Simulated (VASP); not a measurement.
Runs of VASP 6.6.1 on PbSe. The structure is that of space group I4/mmm (No. 139), or close to it. The cells are those of the table. 

```tsv
cell	gap on the mesh (eV)	pressure (GPa)
a = 4.417, b = 4.417, c = 4.487 Å, angles 59.5, 59.5, 61.1°, 2 atoms	0.49	-2.7
a = 4.439, b = 4.439, c = 4.544 Å, angles 59.2, 59.2, 61.6°, 2 atoms	0.52	-2.4
a = 4.163, b = 4.163, c = 4.262 Å, angles 59.2, 59.2, 61.6°, 2 atoms	0.16	(a)
a = 4.199, b = 4.199, c = 4.299 Å, angles 59.2, 59.2, 61.6°, 2 atoms	0.04	4.9
a = 4.154, b = 4.154, c = 4.285 Å, angles 59.0, 59.0, 62.1°, 2 atoms	0.22	7.2
a = 4.420, b = 4.420, c = 4.593 Å, angles 58.7, 58.7, 62.6°, 2 atoms	0.41	-1.8
a = 4.449, b = 4.449, c = 4.520 Å, angles 59.5, 59.5, 61.1°, 2 atoms	0.55	-2.5
a = 4.492, b = 4.492, c = 4.345 Å, angles 61.1, 61.1, 57.9°, 2 atoms	0.43	-2.3
a = 4.397, b = 4.397, c = 4.535 Å, angles 59.0, 59.0, 62.1°, 2 atoms	0.41	-2.2
a = 4.173, b = 4.173, c = 4.239 Å, angles 59.5, 59.5, 61.1°, 2 atoms	0.11	(b)
a = 4.181, b = 4.181, c = 4.345 Å, angles 58.7, 58.7, 62.6°, 2 atoms	0.19	5.7
a = 4.540, b = 4.540, c = 4.354 Å, angles 61.3, 61.3, 57.3°, 2 atoms	0.45	-2.2
```

Alike in all rows: task single point; level PBE+D3(BJ); potentials or basis VASP PAW PBE potentials, release 64 (Pb_d, Se); no spin polarisation; k mesh 10 × 10 × 10; cutoff (eV) 520; smearing gaussian 0.03 eV.

**Question.** Fill in the values left out.

**Answer.** (a) 6.9; (b) 6.6.

Caveats: spin-orbit coupling is left out, which moves the levels of the heavy elements; the stress differs along the axes, from 4 to 13 GPa (at least some runs); the stress differs along the axes, from 2 to 11 GPa (at least some runs); the stress differs along the axes, from 3 to 16 GPa (at least some runs); the stress differs along the axes, from -4 to 3 GPa (at least some runs); the stress differs along the axes, from -6 to -1 GPa (at least some runs); the stress differs along the axes, from -4 to 2 GPa (at least some runs).

A k mesh can miss the band edges, and the runs leave out spin-orbit coupling on Pb, Se.
